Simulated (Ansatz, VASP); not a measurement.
# Fe in VASP and in Ansatz

```
Fe
1.0
     2.55376    0.00000    0.00000
    -1.27688    2.21162    0.00000
     0.00000    0.00000    8.34057
Fe
4
Direct
  0.00000 0.00000 0.00000
  0.00000 0.00000 0.50000
  0.33333 0.66667 0.25000
  0.66667 0.33333 0.75000
```

Alike in both runs: task relaxation of cell and atoms; functional PBE; k mesh 14 × 14 × 4; occupations fermi-dirac, width 0.1 eV; no spin polarisation.

```csv
,VASP,Ansatz
version,VASP 6.6.1,Ansatz 0.2.0
potentials or method,"VASP PAW PBE potentials, release 64 (Fe), cutoff 600 eV","plane waves (420 eV) with PAW, scalar-relativistic"
valence electrons in the cell,32,64
```

```tsv
	VASP	Ansatz	Ansatz less VASP
relaxed volume (Å³/atom)	10.24	10.26	+0.026
relaxed cell length with the largest relative difference (Å)	7.882	7.889	+0.0069
```

VASP's potentials hold 32 valence electrons a cell and Ansatz's 64, so a difference there can come from the potentials and not from the codes.

Noted on VASP's run: too few bands were computed for a metal, which touches its energy and stress.
